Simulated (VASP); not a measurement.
Hf2ZrC3: single point with PBE

The system is Hf2ZrC3.

```xyz
6
Lattice="-1.6512 2.3350 4.9546 1.6512 -2.3350 4.9546 1.6512 2.3350 -4.9546" Properties=species:S:1:pos:R:3 pbc="T T T"
Zr    0.0000    0.0000    0.0000
Hf    0.0000    0.0000    6.6053
Hf    0.0000    0.0000    3.3038
C     0.0000    2.3350    3.2871
C     1.6512    0.0000    1.6675
C     0.0000    2.3350    0.0000
```

```yaml
Program: VASP 6.6.1
Task: single point
Functional: PBE
Potentials_or_basis: VASP PAW PBE potentials, release 64 (Zr_sv, Hf_pv, C)
Cutoff: 520 eV
k_mesh: 12 × 12 × 12
Occupations: gaussian, width 0.1 eV
Spin: no spin polarisation
```

```yaml
Pressure: -0.3 GPa
Largest_force: 0.034 eV/Å
Band_gap_on_the_k_mesh: zero (band 22 reaches 8.16 eV, above the bottom of band 23 at 6.77 eV)
```

Forces in eV/Å, atoms in the order of the input:
```
Zr   0.000  0.000  0.000
Hf   0.000  0.000  0.010
Hf   0.000  0.000 -0.010
C    0.000  0.000 -0.034
C    0.000  0.000  0.034
C    0.000  0.000  0.000
```

Levels at points of the mesh, in eV from the Fermi level:
```tsv
k point	band 20	band 21	band 22	band 23	band 24	band 25
(0.00, 0.00, 0.00)	0.96	0.96	0.97	1.25	1.26	1.26
(0.50, 0.00, 0.00)	-1.93	-1.35	-1.31	1.05	1.25	4.17
(0.00, 0.50, 0.00)	-2.06	-1.77	-0.06	-0.05	1.89	2.14
(0.50, 0.50, 0.00)	-2.49	-2.34	-2.21	3.41	3.51	3.65
(0.50, 0.50, 0.50)	-1.68	-1.59	-0.06	-0.06	2.17	2.49
```

It took 26 min on 1 thread of Oxide Virtual Turin-like Processor, on a shared host, peak memory 0.75 GiB.

Caveat: spin-orbit coupling is left out, which moves the levels of the heavy elements.
